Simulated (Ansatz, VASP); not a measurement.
**Two plane-wave programs on Na**

The input INCAR:

```
PREC = Accurate
ENCUT = 520
EDIFF = 1E-6
ISMEAR = -1
SIGMA = 0.1
LREAL = F
LASPH = T
NELM = 80
ALGO = Normal
ISIF = 2
LWAVE = F
LCHARG = F
GGA = B5
ALDAX = 1.0
AGGAX = 1.0
AGGAC = 1.0
ALDAC = 0.0
NBANDS = 10
```

The input KPOINTS:

```
Automatic mesh
0
Gamma
  17 17 17
```

Contents of POSCAR:

```
Na
1.0
   -2.1316092778      2.1316092778      2.1316092778
    2.1316092778     -2.1316092778      2.1316092778
    2.1316092778      2.1316092778     -2.1316092778
Na
1
Direct
    0.0000000000      0.0000000000      0.0000000000
```

Input for Ansatz:

```yaml
crystal:
  lattice:
    - [-2.1316092583, 2.1316092583, 2.1316092583]
    - [2.1316092583, -2.1316092583, 2.1316092583]
    - [2.1316092583, 2.1316092583, -2.1316092583]
  atoms:
    - { symbol: Na, position: [0.0, 0.0, 0.0] }
hamiltonian:
  xc: blyp
  pseudopotentials:
    kind: paw
    azcp:
      Na: "pseudopotentials/Na.paw.azcp"
basis:
  ecutwfc: 420
  fft_grid_basis: typed
kpoints:
  mp_grid: { grid: [17, 17, 17], shift: [0, 0, 0] }
magnetization:
  spin_polarized: false
scf:
  occupations: { method: fermi_dirac, width: 0.1 }
output:
  stress: true
```

Alike in both runs: task single point; functional BLYP; k mesh 17 × 17 × 17; occupations fermi-dirac, width 0.1 eV; no spin polarisation.

|  | VASP | Ansatz |
| --- | --- | --- |
| version | VASP 6.6.1 | Ansatz 0.2.0 |
| potentials or method | VASP PAW PBE potentials, release 64 (Na_pv), cutoff 520 eV | plane waves (420 eV) with PAW, scalar-relativistic |
| valence electrons in the cell | 7 | 9 |

```tsv
	VASP	Ansatz	Ansatz less VASP
pressure (GPa)	-0.3	-0.3	+0.01
```

VASP's potentials were made for PBE, not for BLYP. With one functional, cell and mesh, what is left measures potentials, basis and numerics. VASP's potentials hold 7 valence electrons a cell and Ansatz's 9, so a difference there can come from the potentials and not from the codes.
